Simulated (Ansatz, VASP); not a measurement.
## Two plane-wave programs on ZnO

```
Zn O
1.0
     4.71144    0.00000    0.00000
     0.00000    4.71144    0.00000
     0.00000    0.00000    3.45885
Zn O
1 1
Direct
  0.00000 0.00000 0.00000
  0.00000 0.00000 0.50000
```

Alike in both runs: functional PBE; k mesh 8 × 8 × 8; occupations gaussian, width 0.02 eV; no spin polarisation.

Ansatz relaxed the structure, and its values are those at the end. VASP's run is a single point on that final structure, the one shown.

|  | VASP | Ansatz |
| --- | --- | --- |
| version | VASP 6.6.1 | Ansatz 0.2.0 |
| potentials or method | VASP PAW PBE potentials, release 64 (Zn, O), cutoff 520 eV | scalar-relativistic, plane waves, PAW |
| valence electrons in the cell | 18 | 18 |

Ansatz gave:

```
gap on the k mesh at the Fermi level (eV) : 1.85
least direct gap on the mesh (eV)         : 3.35
pressure (GPa)                            : 0.0
```

Task: Which values does VASP return?

Result: gap on the k mesh at the Fermi level (eV): 1.84; least direct gap on the mesh (eV): 3.33; pressure (GPa): 0.5.

With one functional, cell and mesh, what is left measures potentials, basis and numerics.
